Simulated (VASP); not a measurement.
Runs of VASP 6.6.1 on SiC. The structure is that of space group P6_3/mmc (No. 194), or close to it. The cells are those of the table. 

```tsv
task	level	cell	cutoff (eV)	gap on the mesh (eV)	pressure (GPa)	relaxed volume (Å³/atom)
relaxation of cell and atoms	r2SCAN	relaxed from a = 2.871, b = 2.871, c = 4.748 Å, angles 90.0, 90.0, 120.0°, 4 atoms	600	none	0.0	8.31
single point	r2SCAN	a = 2.857, b = 2.857, c = 4.702 Å, angles 90.0, 90.0, 120.0°, 4 atoms	520	none	0.2	-
single point	PBE	a = 2.857, b = 2.857, c = 4.702 Å, angles 90.0, 90.0, 120.0°, 4 atoms	520	none	5.2	-
relaxation of cell and atoms	PBE	relaxed from a = 2.733, b = 2.733, c = 4.455 Å, angles 90.0, 90.0, 120.0°, 4 atoms	600	none	0.0	(a)
single point	PBE	a = 2.871, b = 2.871, c = 4.748 Å, angles 90.0, 90.0, 120.0°, 4 atoms	520	none	(b)	-
```

Alike in all rows: potentials or basis VASP PAW PBE potentials, release 64 (Si, C); no spin polarisation; k mesh 12 × 12 × 6; smearing fermi-dirac 0.02 eV.

Question: Fill in the values left out.

Answer: (a) 8.47; (b) 0.1.

Caveats: the PAW data sets were made with another functional, which shifts forces and pressure a little (at least some runs); the cell stands under pressure (at least some runs); the volume moved by over 15 % at a fixed basis, so the end points are rough (at least some runs).

A gap of «none» marks levels without a gap at the run's occupations.
